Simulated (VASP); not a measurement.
# W4C5 in VASP: single point with PBEsol

Aim: the single point of W4C5 with PBEsol.

Program: VASP 6.6.1. These are calculated values, not measurements. Logs are shortened: lines on timing, memory, paths and dates and some standing lists are left out, and cuts for length are marked.

## 1. The cell of the first run

The cell holds a slab with vacuum, 9 atoms: a = 2.898 Å, b = 4.049 Å, c = 24.944 Å, α = 90.00°, β = 90.00°, γ = 110.97°.

## 2. Single point, PBEsol

The input, INCAR:

```
SYSTEM = W4C5
PREC = Accurate
ENCUT = 520
EDIFF = 1E-6
ISMEAR = 0
SIGMA = 0.1
LREAL = .FALSE.
LASPH = .TRUE.
NELM = 100
ALGO = Normal
ISIF = 2
LWAVE = .FALSE.
LCHARG = .FALSE.
LDIPOL = .TRUE.
IDIPOL = 3
DIPOL = 0.5 0.5 0.478
GGA = PS
NBANDS = 48
```

The input, KPOINTS:

```
regular mesh
0
G
  11 8 1
  0 0 0
```

The input, POSCAR:

```
W4C5
1.0
    2.8984136670      0.0000000000      0.0000000000
   -1.4492068335      3.7810038900      0.0000000000
    0.0000000000      0.0000000000     24.9443726624
W C
4 5
Direct
    0.7203625337      0.4407250673      0.3407582189
    0.4407250673      0.8814501347      0.4160124793
    0.1595597879      0.3191109747      0.4907113784
    0.8862975656      0.7727156002      0.5655666623
    0.0070896226      0.0141792452      0.3533005956
    0.7274521563      0.4549043126      0.4285548560
    0.4458667454      0.8917402959      0.5038547038
    0.1868304694      0.3736923904      0.5806421871
    0.0672332306      1.1341419966      0.6215882263
```

Potentials or basis: VASP PAW PBE potentials, release 64 (W_sv, C).

Run with:

```
$ cat potpaw_PBE.64/W_sv/POTCAR potpaw_PBE.64/C/POTCAR > POTCAR
$ mpirun -np 1 vasp_std > vasp.out
```

OUTCAR:

```text
SYSTEM = W4C5
   PREC = Accurate
   ENCUT = 520
   EDIFF = 1E-6
   ISMEAR = 0
   LREAL = .FALSE.
   LASPH = .TRUE.
   NELM = 100
   ISIF = 2
   GGA = PS

 ion  position               nearest neighbor table
   1  0.720  0.441  0.341-   5 2.19   5 2.19   5 2.19   6 2.19   2 2.83   2 2.90   2 2.90
   2  0.441  0.881  0.416-   6 2.19   6 2.19   6 2.19   5 2.19   5 2.19   7 2.19   3 2.83   1 2.83
                             3 2.88   3 2.88   1 2.90   1 2.90
   3  0.160  0.319  0.491-   6 2.18   6 2.18   7 2.19   7 2.20   7 2.20   8 2.25   4 2.78   2 2.83
                             2 2.88   2 2.88   4 2.92   4 2.92
   4  0.886  0.773  0.566-   9 1.95   8 2.13   8 2.13   7 2.16   7 2.16   8 2.30   3 2.78   3 2.92
                             3 2.92
   5  0.007  0.014  0.353-   1 2.19   1 2.19   1 2.19   2 2.19   2 2.19
   6  0.727  0.455  0.429-   3 2.18   3 2.18   2 2.19   2 2.19   2 2.19   1 2.19
   7  0.446  0.892  0.504-   4 2.16   4 2.16   3 2.19   2 2.19   3 2.20   3 2.20
   8  0.187  0.374  0.581-   9 1.37   4 2.13   4 2.13   3 2.25   4 2.30
   9  0.067  0.134  0.622-   8 1.37   4 1.95

  LATTYP: Found a base centered orthorhombic cell.
 ALAT       =     2.8984136670
 B/A-ratio  =     2.6090160511
 C/A-ratio  =     8.6062155124

  Lattice vectors:

 A1 = (   1.4492068335,  -3.7810038900,   0.0000000000)
 A2 = (   1.4492068335,   3.7810038900,   0.0000000000)
 A3 = (   0.0000000000,   0.0000000000,  24.9443726624)

Analysis of symmetry for initial positions (statically):
=====================================================================
 Subroutine PRICEL returns:
 Original cell was already a primitive cell.

 Routine SETGRP: Setting up the symmetry group for a
 base centered orthorhombic supercell.

 Subroutine GETGRP returns: Found  1 space group operations
 (whereof  1 operations were pure point group operations)
 out of a pool of  8 trial point group operations.

The static configuration has the point symmetry C_1 .

Analysis of symmetry for dynamics (positions and initial velocities):
=====================================================================
 Subroutine PRICEL returns:
 Original cell was already a primitive cell.

 Routine SETGRP: Setting up the symmetry group for a
 base centered orthorhombic supercell.

 Subroutine GETGRP returns: Found  1 space group operations
 (whereof  1 operations were pure point group operations)
 out of a pool of  8 trial point group operations.

The dynamic configuration has the point symmetry C_1 .

 Subroutine INISYM returns: Found  1 space group operations
 (whereof  1 operations are pure point group operations),
 and found     1 'primitive' translations

----------------------------------------------------------------------------------------

                                     Primitive cell

  volume of cell :     273.3632

  direct lattice vectors                    reciprocal lattice vectors
     2.898413667  0.000000000  0.000000000     0.345016314  0.132240012  0.000000000
    -1.449206833  3.781003890  0.000000000     0.000000000  0.264480024  0.000000000
     0.000000000  0.000000000 24.944372662     0.000000000  0.000000000  0.040089202

  length of vectors
     2.898413667  4.049221019 24.944372662     0.369491106  0.264480024  0.040089202

  position of ions in fractional coordinates (direct lattice)
     0.720362534  0.440725067  0.340758219
     0.440725067  0.881450135  0.416012479
     0.159559788  0.319110975  0.490711378
     0.886297566  0.772715600  0.565566662
     0.007089623  0.014179245  0.353300596
     0.727452156  0.454904313  0.428554856
     0.445866745  0.891740296  0.503854704
     0.186830469  0.373692390  0.580642187
     0.067233231  0.134141997  0.621588226

  ion indices of the primitive-cell ions
   primitive index   ion index
                 1           1
                 2           2
                 3           3
                 4           4
                 5           5
                 6           6
                 7           7
                 8           8
                 9           9

----------------------------------------------------------------------------------------

 KPOINTS: regular mesh

Automatic generation of k-mesh.
[... 32 lines left out ...]
|                                                                             |
 -----------------------------------------------------------------------------

 WARNING: IBZKPT: internal override: KBLOWUP is changed to .FALSE.
      ... skipping the blow-up phase ...

 Subroutine IBZKPT returns following result:
 ===========================================

 Found     45 irreducible k-points:

 Following reciprocal coordinates:
            Coordinates               Weight
  0.000000  0.000000  0.000000      1.000000
  0.090909  0.000000  0.000000      2.000000
  0.181818  0.000000  0.000000      2.000000
  0.272727  0.000000  0.000000      2.000000
  0.363636  0.000000  0.000000      2.000000
  0.454545  0.000000  0.000000      2.000000
[... 16 lines left out ...]
  0.454545  0.250000  0.000000      2.000000
 -0.454545  0.250000  0.000000      2.000000
 [... further k-points ...]
   k-points           NKPTS =     45   k-points in BZ     NKDIM =     45   number of bands    NBANDS=     48
   number of dos      NEDOS =    301   number of ions     NIONS =      9
   total plane-waves  NPLWV = 138240
   dimension x,y,z NGX =    24 NGY =   30 NGZ =  192
   dimension x,y,z NGXF=    48 NGYF=   60 NGZF=  384
   ions per type =               4   5
   NGX,Y,Z   is equivalent  to a cutoff of  13.77, 12.32, 12.80 a.u.
   NGXF,Y,Z  is equivalent  to a cutoff of  27.53, 24.63, 25.59 a.u.
 SYSTEM =  W4C5
   PREC   = accura    normal or accurate (medium, high low for compatibility)
   ISTART =      0    job   : 0-new  1-cont  2-samecut
   ICHARG =      2    charge: 1-file 2-atom 10-const
   ISPIN  =      1    spin polarized calculation?
   LNONCOLLINEAR =      F non collinear calculations
   LSORBIT =      F    spin-orbit coupling
   LASPH  =      T    aspherical Exc in radial PAW
   ENCUT  =  520.0 eV  38.22 Ry    6.18 a.u.   5.39  7.53 46.38*2*pi/ulx,y,z
   NELM   =    100;   NELMIN=  2; NELMDL= -5     # of ELM steps
   EDIFF  = 0.1E-05   stopping-criterion for ELM
   LREAL  =      F    real-space projection
   EDIFFG = 0.1E-04   stopping-criterion for IOM
   NSW    =      0    number of steps for IOM
   IBRION =     -1    ionic relax: 0-MD 1-quasi-New 2-CG
   NFREE  =      0    steps in history (QN), initial steepest desc. (CG)
   ISIF   =      2    stress and relaxation
   ISYM   =      2    0-nonsym 1-usesym 2-fastsym
   POTIM  = 0.5000    time-step for ionic-motion
   TEBEG  =    0.0;   TEEND  =   0.0 temperature during run
   PSTRESS=    0.0 pullay stress
   NELECT =      76.0000    total number of electrons
   NUPDOWN=      -1.0000    fix difference up-down
   EMIN   =  10.00;   EMAX   =-10.00  energy-range for DOS
   EFERMI =   0.00;   METHOD = LEGACY
   ISMEAR =     0;   SIGMA  =   0.10  broadening in eV -4-tet -1-fermi 0-gaus
   EFERMI_NEDOS =   21; number of points for ismear=-14 and -15
   IALGO  =     38    algorithm
   IMIX   =      4    mixing-type and parameters
     AMIX     =   0.40;   BMIX     =  1.00
     AMIX_MAG =   1.60;   BMIX_MAG =  1.00
  volume/ion in A,a.u.               =      30.37       204.97
  Fermi-wavevector in a.u.,A,eV,Ry     =   1.068479  2.019133 15.533056  1.141647
  Thomas-Fermi vector in A             =   2.204128
   LORBIT       =      0    0 simple, 1 ext, 2 COOP (PROOUT), +10 PAW based schemes
   GGA     = PS    functional components
   LHFCALC =     F    Hartree Fock is set to
   AEXX    =    0.0000 exact exchange contribution
   IVDW    =     0    specifies the selected vdW correction
   LEPSILON=     F    determine dielectric tensor
   LRPA    =     F    only Hartree local field effects (RPA)
 non-spin polarized calculation
 Gauss-broadening in eV      SIGMA  =   0.10
  energy-cutoff  :      520.00
  volume of cell :      273.36
 maximum number of plane-waves:      7423
 NGX is ok and might be reduce to    24
   NGX = 11   NGY = 15   NGZ = 93

 dipolmoment           0.000000      0.000000     -0.411095 electrons x Angstroem

 number of electron      76.0000001 magnetization

 dipolmoment           0.000000      0.000000      0.123774 electrons x Angstroem

 Free energy of the ion-electron system (eV)
  ---------------------------------------------------
  ext. energy  EPLUGINS =         0.00000000
  ---------------------------------------------------
  free energy    TOTEN  =       -98.09915100 eV

  energy without entropy =      -98.08377003  energy(sigma->0) =      -98.09146051

 E-fermi :   0.0153     XC(G=0):  -5.3677

 val. band max:        0.0018600522   @ k =  -0.1818   0.1250   0.0000
 cond. band min:       0.0320973004   @ k =   0.3636   0.0000   0.0000
 fundamental gap:      0.0302372482
 Fermi energy:         0.0153312819

 k-point     1 :       0.0000    0.0000    0.0000
  band No.  band energies     occupation
      1     -74.2616      2.00000
      2     -74.2273      2.00000
      3     -74.0440      2.00000
      4     -73.9944      2.00000
      5     -38.8036      2.00000
      6     -38.7582      2.00000
[... 1213 lines left out ...]
     47       4.5923      0.00000
     48       4.7571      0.00000

 [... further k-points ...]

------------------------ aborting loop because EDIFF is reached ----------------------------------------

 vacuum level on the upper side and lower side of the slab       (xc-potential included)         0.822        -1.172

  FORCE on cell =-STRESS in cart. coord.  units (eV):
  Direction    XX          YY          ZZ          XY          YZ          ZX
  --------------------------------------------------------------------------------------
  -------------------------------------------------------------------------------------
  Total       -1.7224814     -3.0322403     -2.3883843     -0.0312729      0.3093553     -0.0156155
  in kB      -10.0954350    -17.7719106    -13.9982812     -0.1832901      1.8131265     -0.0915224
  external PRESSURE =     -13.9552089 kB  Pullay stress =       0.0000000 kB

 VOLUME and BASIS-vectors are now :
 -----------------------------------------------------------------------------
  energy-cutoff  :      520.00
  volume of cell :      273.36
      direct lattice vectors                 reciprocal lattice vectors
     2.898413667  0.000000000  0.000000000     0.345016314  0.132240012  0.000000000
    -1.449206833  3.781003890  0.000000000     0.000000000  0.264480024  0.000000000
     0.000000000  0.000000000 24.944372662     0.000000000  0.000000000  0.040089202

 POSITION                                       TOTAL-FORCE (eV/Angst)
 -----------------------------------------------------------------------------------
      1.44921      1.66638      8.50000         0.007592     -0.233048      1.635187
     -0.00000      3.33277     10.37717         0.001972      0.426195     -0.673912
      0.00001      1.20656     12.24049        -0.000688     -0.002472     -0.000093
      1.44903      2.92164     14.10771        -0.000657     -0.040565     -0.006393
      0.00000      0.05361      8.81286        -0.002070      0.016837     -0.281230
      1.44921      1.71999     10.69003        -0.006867     -0.196819     -0.777222
     -0.00001      3.37167     12.56834         0.001280     -0.002923     -0.002125
     -0.00005      1.41293     14.48376        -0.001384      0.045567     -0.024404
      0.00047      0.50719     15.50513         0.000823     -0.012771      0.130193
 -----------------------------------------------------------------------------------
    total drift:                                0.000140      0.000126     -0.000111

  FREE ENERGIE OF THE ION-ELECTRON SYSTEM (eV)
  ---------------------------------------------------
  free  energy   TOTEN  =       -98.0991509951 eV

  energy  without entropy=      -98.0837700321  energy(sigma->0) =      -98.09146051

 vacuum level on the upper side and lower side of the slab         6.277         4.235
```

Run time: 37 min. Hardware: 1 thread of Intel Xeon 8259CL, shared host; peak memory 0.66 GiB.

Results:

```yaml
Free_energy: -98.0992 eV
Largest_force: 1.652 eV/Å
Band_gap_on_the_k_mesh: zero (bands 38 and 39 overlap by 1.39 eV)
```

Forces on the atoms (eV/Å):
```
W    0.008 -0.233  1.635
W    0.002  0.426 -0.674
W   -0.001 -0.002  0.000
W   -0.001 -0.041 -0.006
C   -0.002  0.017 -0.281
C   -0.007 -0.197 -0.777
C    0.001 -0.003 -0.002
C   -0.001  0.046 -0.024
C    0.001 -0.013  0.130
```

Levels at points of the mesh, in eV from the Fermi level:
```tsv
k point	band 34	band 35	band 36	band 37	band 38	band 39	band 40	band 41	band 42	band 43
(0.00, 0.00, 0.00)	-2.24	-1.67	-1.05	-0.22	0.78	0.86	1.16	1.29	1.44	2.50
(0.00, 0.50, 0.00)	-1.95	-1.63	-1.25	-1.16	-0.67	-0.61	0.20	1.02	1.36	1.67
```

Caveat: the PAW data sets were made with another functional, which shifts forces and pressure a little; spin-orbit coupling is left out, which moves the levels of the heavy elements.

The gap in the log of VASP goes by the Fermi energy; the results here count the filled bands.